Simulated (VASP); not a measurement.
Input of a VASP 6.6.1 run:

The input INCAR:

```
  PREC = Accurate
  ENCUT = 520
  EDIFF = 1E-6
  ISMEAR = -1
  SIGMA = 0.05
  LREAL = Auto
  LASPH = T
  NELM = 100
  ALGO = Normal
  ISIF = 2
  LWAVE = F
  LCHARG = F
  GGA = PE
  IVDW = 12
  NBANDS = 33
```

Contents of KPOINTS:

```
Automatic mesh
0
Gamma
  1 1 1
```

Contents of POSCAR:

```
H10SO4
1.0
    5.2414830000      0.0000000000      0.0000000000
    0.0000000000      5.2414830000      0.0000000000
    0.0000000000      0.0000000000      5.2414830000
O H S
4 10 1
Direct
    0.1828490143      0.2370703101      0.1639993872
    0.9894527942      0.7062314234      0.4257955239
    0.8351643991      0.0039683425      0.8327604993
    0.5404577292      0.8749432174      0.1859206641
    0.3302309671      0.2977592410      0.0585521311
    0.2567021585      0.0739103799      0.2311559534
    0.8369005489      0.7177167225      0.3133273541
    1.0464214040      0.5293158444      0.4070412897
    0.9248336778     -0.1073932702      0.7142825799
    0.9842061874      0.1066492060      0.9169160713
    0.6528305062      0.9293552989      0.0494707319
    0.4807227268      0.7184607868      0.1185160765
    0.3569028079      0.6440734426      0.6100181952
    0.3967770190      0.2527910517      0.6470306209
    0.5085202032      0.4729768274      0.7362801711
```

Potentials or basis: VASP PAW PBE potentials, release 64 (O, H, S).

Launch:

```console
$ cat potpaw_PBE.64/O/POTCAR potpaw_PBE.64/H/POTCAR potpaw_PBE.64/S/POTCAR > POTCAR
$ mpirun -np 1 vasp_gam > vasp.out
```

Predict the pressure.

1.7 GPa.

Predict the dispersion energy per atom.

-0.049 eV.

Forces on the atoms (eV/Å):
```
O    0.561 -0.419  0.086
O    0.078 -0.211 -0.236
O    1.743  1.673  0.766
O   -0.484  0.201  1.901
H   -0.688  0.255  0.240
H   -0.197  0.399 -0.268
H    0.194  0.394  0.573
H   -0.048 -0.015 -0.179
H   -0.177 -0.663 -0.742
H   -1.552 -0.783 -0.210
H    1.120  0.689 -1.211
H   -0.896 -1.474 -0.448
H    0.162 -0.487  0.256
H    0.167  0.925  0.038
S    0.017 -0.485 -0.566
```

Caveat: the k points lie up to 1.20 Å⁻¹ apart; the atoms stand as in a frame of molecular dynamics.
